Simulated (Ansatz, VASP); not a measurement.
## One calculation of Ir, two programs

File INCAR:

```
  PREC = Accurate
  ENCUT = 520
  EDIFF = 1E-6
  ISMEAR = -1
  SIGMA = 0.1
  LREAL = F
  LASPH = T
  NELM = 100
  ALGO = Normal
  ISIF = 2
  LWAVE = F
  LCHARG = F
  GGA = PS
  NBANDS = 16
```

File KPOINTS:

```
Automatic mesh
0
Gamma
  11 11 11
```

The input POSCAR:

```
Ir
1.0
    0.0000000000      2.7541742068      2.7541742068
    2.7541742068      0.0000000000      2.7541742068
    2.7541742068      2.7541742068      0.0000000000
Ir
2
Direct
    0.1250000000      0.1250000000      0.1250000000
    0.8750000000      0.8750000000      0.8750000000
```

Input for Ansatz:

```yaml
crystal:
  lattice:
    - [0.0, 2.7541742068, 2.7541742068]
    - [2.7541742068, 0.0, 2.7541742068]
    - [2.7541742068, 2.7541742068, 0.0]
  atoms:
    - { symbol: Ir, position: [0.125, 0.125, 0.125] }
    - { symbol: Ir, position: [0.875, 0.875, 0.875] }
hamiltonian:
  xc: pbesol
  pseudopotentials:
    kind: paw
    azcp:
      Ir: "pseudopotentials/Ir.paw.azcp"
basis:
  ecutwfc: 420
  fft_grid_basis: typed
kpoints:
  mp_grid: { grid: [11, 11, 11], shift: [0, 0, 0] }
magnetization:
  spin_polarized: false
scf:
  occupations: { method: fermi_dirac, width: 0.1 }
  lower_state_search: "off"
output:
  stress: true
```

Alike in both runs: task single point; functional PBEsol; k mesh 11 × 11 × 11; occupations fermi-dirac, width 0.1 eV; no spin polarisation.

|  | VASP | Ansatz |
| --- | --- | --- |
| version | VASP 6.6.1 | Ansatz 0.2.0 |
| potentials or method | VASP PAW PBE potentials, release 64 (Ir), cutoff 520 eV | plane waves (420 eV) with PAW, scalar-relativistic |
| valence electrons in the cell | 18 | 34 |

Ansatz gave:

```
pressure (GPa) : -0.1
```

Question: Which values does VASP return?

Answer: Pressure (GPa): -0.5.

VASP's potentials were made for PBE, not for PBEsol, and Ansatz warns of the same on its side. With one functional, cell and mesh, what is left measures potentials, basis and numerics. VASP's potentials hold 18 valence electrons a cell and Ansatz's 34, so a difference there can come from the potentials and not from the codes.

Neither program's run includes spin-orbit coupling.
